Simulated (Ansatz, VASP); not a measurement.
## One calculation of GaSb, two programs

```
Ga Sb
1.0
     0.00000    3.08707    3.08707
     3.08707    0.00000    3.08707
     3.08707    3.08707    0.00000
Ga Sb
1 1
Direct
  0.00000 0.00000 0.00000
  0.25000 0.25000 0.25000
```

Alike in both runs: functional r2SCAN; k mesh 10 × 10 × 10; occupations fermi-dirac, width 0.1 eV; no spin polarisation.

Ansatz relaxed the structure, and its values are those at the end. VASP's run is a single point on that final structure, the one shown.

```csv
,VASP,Ansatz
version,VASP 6.6.1,Ansatz 0.2.0
potentials or method,"VASP PAW PBE potentials, release 64 (Ga_d, Sb), cutoff 520 eV",PAW plane waves
valence electrons in the cell,18,28
```

Ansatz gave:

- pressure (GPa): -1.0

Question: Estimate VASP's values.

Answer: Pressure (GPa): -0.9.

VASP's potentials were made for PBE, not for r2SCAN. The functional is the same, so the differences come from potentials, cutoffs and numerics. VASP's potentials hold 18 valence electrons a cell and Ansatz's 28, so a difference there can come from the potentials and not from the codes. Ansatz's warnings: stress scf threshold loose.

Spin-orbit coupling is off throughout.
